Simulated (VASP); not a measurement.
# Fe: single point with PBEsol

Fe:

```xyz
1
Lattice="-1.4333 1.4333 1.4333 1.4333 -1.4333 1.4333 1.4333 1.4333 -1.4333" Properties=species:S:1:pos:R:3 pbc="T T T"
Fe    0.0000    0.0000    0.0000
```

This cell differs from its parent crystal: volume scaled by 0.98.

| Property | Result |
| --- | --- |
| Program | VASP 6.6.1 |
| Task | single point |
| Functional | PBEsol |
| Potentials or basis | VASP PAW PBE potentials, release 64 (Fe) |
| Cutoff | 520 eV |
| k mesh | 13 × 13 × 13 |
| Occupations | fermi-dirac, width 0.05 eV |
| Spin | collinear spin, ferromagnetic start |
| Starting moments | [3.0] μB |
| Dipole correction | no |
| Further INCAR settings | ALGO = Normal; EDIFF = 1e-07; NBANDS = 14 |

```json
{"Pressure": "-15.4 GPa", "Net moment": "2.22 μB per cell", "Site moments": "Fe +2.22 μB", "Valence electrons inside the program's atomic spheres": "Fe 7.20"}
```

Levels at points of the mesh, in eV from the Fermi level:
Spin up:
| k point | band 1 | band 2 | band 3 | band 4 | band 5 | band 6 | band 7 | band 8 | band 9 | band 10 |
| --- | --- | --- | --- | --- | --- | --- | --- | --- | --- | --- |
| (0.00, 0.00, 0.00) | -8.28 | -2.23 | -2.23 | -2.23 | -1.04 | -1.04 | 24.61 | 24.61 | 24.61 | 29.48 |
Spin down:
```tsv
k point	band 1	band 2	band 3	band 4	band 5	band 6	band 7	band 8
(0.00, 0.00, 0.00)	-8.04	-0.26	-0.26	-0.26	1.63	1.63	24.48	24.48
```

Wall time 37 s on 1 thread of Intel(R) Xeon(R) Platinum 8259CL CPU @ 2.50GHz (Skylake/Cascade Lake), with other jobs on the host, peak memory 0.14 GiB.

Caveat: the PAW data sets were made with another functional, which shifts forces and pressure a little.
